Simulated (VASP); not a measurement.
Here is a VASP 6.6.1 calculation.

POSCAR

```
NaI
1.0
    0.0000000000      3.3334920000      3.1878540000
    3.3334920000      0.0000000000      3.1878540000
    3.3334920000      3.3334920000      0.0000000000
Na I
1 1
Direct
    0.0000000000      0.0000000000      0.0000000000
    0.5000000000      0.5000000000      0.5000000000
```

Contents of INCAR.step1:

```
SYSTEM = NaI
PREC = Accurate
ENCUT = 520
ISMEAR = 0
SIGMA = 0.05
LREAL = .False.
LASPH = .True.
NELM = 80
NBANDS = 14
GGA = PE
ALGO = Normal
EDIFF = 1E-4
LWAVE = .True.
LCHARG = .False.
```

Contents of INCAR.step2:

```
SYSTEM = NaI
PREC = Accurate
ENCUT = 520
EDIFF = 1E-6
ISMEAR = 0
SIGMA = 0.05
LREAL = .False.
LASPH = .True.
NELM = 80
ALGO = Normal
ISIF = 2
LWAVE = .False.
LCHARG = .False.
METAGGA = R2SCAN
LMIXTAU = .True.
NBANDS = 14
ISTART = 1
```

The input KPOINTS:

```
regular mesh
0
Gamma
  6 6 6
  0 0 0
```

Potentials or basis: VASP PAW PBE potentials, release 64 (Na_pv, I).

Launch:

```bash
$ cat potpaw_PBE.64/Na_pv/POTCAR potpaw_PBE.64/I/POTCAR > POTCAR
$ cp INCAR.step1 INCAR
$ mpirun -np 1 vasp_std > vasp.out
$ cp INCAR.step2 INCAR
$ mpirun -np 1 vasp_std > vasp.out
```

Problem. Predict the pressure.

Solution. -0.7 GPa.

Problem. Predict the band gap on the k mesh.

Solution. 4.29 eV.

Stress tensor (GPa, compression positive):
```
-1.10  0.00  0.00
 0.00 -1.10  0.00
 0.00  0.00 -0.04
```

Caveat: the cell differs from its parent crystal (strain +0.030 along x and y, -0.015 along z); the PAW data sets were made with another functional, which shifts forces and pressure a little; spin-orbit coupling is left out, which moves the levels of the heavy elements.
